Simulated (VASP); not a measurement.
Set up this calculation in VASP 6.6.1, as the native input.

- Task: single point
- Functional: PBE
- Potentials or basis: VASP PAW PBE potentials, release 64 (Zn, S)
- Cutoff: 520 eV
- k mesh: 3 × 3 × 1
- Occupations: fermi-dirac, width 0.1034 eV
- Spin: no spin polarisation
- Dipole correction: no
- Further INCAR settings: LREAL = Auto; ALGO = Normal; EDIFF = 1e-06; NBANDS = 166

The structure of ZnS lies in POSCAR:

```
ZnS
1.0
    3.9240838351      0.0000000000      0.0000000000
   -1.9620419176      3.3983562878      0.0000000000
    0.0000000000      0.0000000000     51.2942519253
Zn S
16 16
Direct
    0.3287977799      0.7240691651      0.5050828899
    0.2410316669      0.5580836261      0.8762566236
    0.5425946788      0.2545786630      0.1919469849
   -0.0192608106      0.0923043299      0.4469373495
    0.3028549541      0.5070524848      0.1241514353
    0.7546687761      0.1436506236      0.0074811111
    0.6965712937      0.3393246330      0.6297907034
    0.0821987058     -0.0388143528      0.2496978807
   -0.0481583801     -0.1839565799      0.9406420445
    0.7265283016      0.3073491746      0.8143628269
    0.2673571156      0.6672343357      0.6879989214
    0.0002466196     -0.0355630751      0.7506916770
    0.5448292171      0.4098131220      0.3737090274
   -0.0306509483      0.0286350199      0.5698988464
    0.3760566085      0.7207769853      0.3108216301
   -0.0476832369     -0.0781945675      0.0575504250
    0.6477850842      0.2456823032      0.0485972191
   -0.0809761635     -0.0583011266      0.1086353693
    0.2047693975      0.7609731826      0.3516371781
    0.6077789082      0.3368375482      0.4210185389
    0.5928042437      0.3417437436      0.6771305302
    0.3249954260      0.6711453441      0.5506493406
    0.5808861677      0.2739803956      0.8598029671
    0.0549030072      0.1148237462      0.4921824581
    0.0248679390     -0.2115796400      0.9919820075
    0.0371568895      0.0155907726      0.7956965833
    0.4201923012      0.6847227904      0.7322882504
    0.0153437719      0.0677280369      0.2913976603
    0.3441080938      0.5619793330      0.9248499436
   -0.0269815837     -0.0183574042      0.6153576827
    0.3197492657      0.6035956287      0.1687484011
    0.7425312024      0.3041126099      0.2341683044
```

This cell differs from its parent crystal: dynamics (nvt langevin) at 1200 K, volume x 1.06, from the last frame before.

These files were run (other wordings do the same):

INCAR

```
SYSTEM = ZnS
ALGO = Normal
EDIFF = 1E-6
ENCUT = 520
GGA = PE
ISIF = 2
ISMEAR = -1
LASPH = .True.
LCHARG = .False.
LREAL = Auto
LWAVE = .False.
NBANDS = 166
NELM = 60
PREC = Accurate
SIGMA = 0.1034
```

KPOINTS

```
k-points
0
Gamma
  3 3 1
  0 0 0
```

Potentials or basis: VASP PAW PBE potentials, release 64 (Zn, S).

Run with:

```bash
$ cat potpaw_PBE.64/Zn/POTCAR potpaw_PBE.64/S/POTCAR > POTCAR
$ mpirun -np 1 vasp_std > vasp.out
```

It gave:

```yaml
Pressure: -1.2 GPa
Largest_force: 2.285 eV/Å
Band_gap_on_the_k_mesh: 0.18 eV
```

Caveat: the k points lie up to 0.62 Å⁻¹ apart; the atoms stand as in a frame of molecular dynamics; semilocal functionals underestimate gaps, and a narrow one can read as zero; forces of over 1 eV/Å act on the atoms, so gaps and moduli don't describe the material at rest.

Wall time 81 min on 1 thread of Oxide Virtual Turin-like Processor, with other jobs on the host, peak memory 0.85 GiB.
